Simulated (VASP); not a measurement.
Set up this calculation in VASP 6.6.1, as the native input.

| Item | Value |
| --- | --- |
| Task | single point |
| Functional | r2SCAN |
| Potentials or basis | VASP PAW PBE potentials, release 64 (Mg_sv, O) |
| Cutoff | 660 eV |
| k mesh | 10 × 10 × 10 |
| Occupations | gaussian, width 0.05 eV |
| Spin | no spin polarisation |
| Dipole correction | no |
| Second run | valence_matched |
| Further INCAR settings | ALGO = Normal; EDIFF = 1e-06; NBANDS = 15 |

Crystal: MgO.

```xyz
2
Lattice="0.0000 2.1351 2.1351 2.4554 0.0000 2.1351 2.4554 2.1351 0.0000" Properties=species:S:1:pos:R:3 pbc="T T T"
Mg    0.0000    0.0000    0.0000
O     2.4554    2.1351    2.1351
```

This cell differs from its parent crystal: strain +0.1500 x Voigt [1, 0, 0, 0, 0, 0].

The input as run:

POSCAR

```
MgO
1.0
    0.0000000000      2.1351500000      2.1351500000
    2.4554225000      0.0000000000      2.1351500000
    2.4554225000      2.1351500000      0.0000000000
Mg O
1 1
Direct
    0.0000000000      0.0000000000      0.0000000000
    0.5000000000      0.5000000000      0.5000000000
```

INCAR.step1

```
PREC = Accurate
ENCUT = 660
ISMEAR = 0
SIGMA = 0.05
LREAL = False
LASPH = True
NELM = 120
NBANDS = 15
GGA = PE
ALGO = Normal
EDIFF = 1E-5
LWAVE = True
LCHARG = False
GGA_COMPAT = False
```

INCAR.step2

```
PREC = Accurate
ENCUT = 660
EDIFF = 1E-6
ISMEAR = 0
SIGMA = 0.05
LREAL = False
LASPH = True
NELM = 120
ALGO = Normal
ISIF = 2
LWAVE = False
LCHARG = True
METAGGA = R2SCAN
LMIXTAU = True
LELF = True
LVHAR = True
NBANDS = 15
ISTART = 1
GGA_COMPAT = False
```

KPOINTS

```
regular mesh
0
Gamma
  10 10 10
```

Potentials or basis: VASP PAW PBE potentials, release 64 (Mg_sv, O).

Run with:

```console
$ cat potpaw_PBE.64/Mg_sv/POTCAR potpaw_PBE.64/O/POTCAR > POTCAR
$ cp INCAR.step1 INCAR
$ mpirun -np 1 vasp_std > vasp.out
$ cp INCAR.step2 INCAR
$ mpirun -np 1 vasp_std > vasp.out
```

Results of the run:

* Pressure: -18.0 GPa
* Band gap on the k mesh: 3.86 eV, direct

Caveat: the cell differs from its parent crystal (strain +0.1500 x Voigt [1, 0, 0, 0, 0, 0]); the PAW data sets were made with another functional, which shifts forces and pressure a little.

Wall time 88 s on 1 thread of Intel(R) Xeon(R) 6975P-C (Granite Rapids), on a shared host, peak memory 0.19 GiB.
